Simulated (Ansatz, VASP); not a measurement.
# One calculation of AgCl, two programs

```
Ag Cl
1.0
     1.76849   -5.27372    0.00000
     1.76849    5.27372    0.00000
     0.00000    0.00000    3.94205
Ag Cl
2 2
Direct
  0.39947 0.60053 0.75000
  0.60053 0.39947 0.25000
  0.86390 0.13610 0.25000
  0.13610 0.86390 0.75000
```

Change from the starting cell: biaxial_xy strain -5.1%.

Alike in both runs: task single point; functional r2SCAN; k mesh 8 × 8 × 6; no spin polarisation.

```csv
,VASP,Ansatz
version,VASP 6.6.1,Ansatz 0.2.0
potentials or method,"VASP PAW PBE potentials, release 64 (Ag, Cl)","plane waves, PAW"
plane-wave cutoff (eV),520,500
occupations,"gaussian, width 0.01 eV",fixed
valence electrons in the cell,36,52
```

```tsv
	VASP	Ansatz	Ansatz less VASP
gap on the k mesh at the Fermi level (eV)	1.07	1.12	+0.051
pressure (GPa)	6.9	6.9	+0.03
traceless stress, the component that is largest in VASP (GPa)	-0.81	-0.84	-0.028
```

VASP's potentials were made for PBE, not for r2SCAN. VASP's potentials hold 36 valence electrons a cell and Ansatz's 52, so a difference there can come from the potentials and not from the codes.
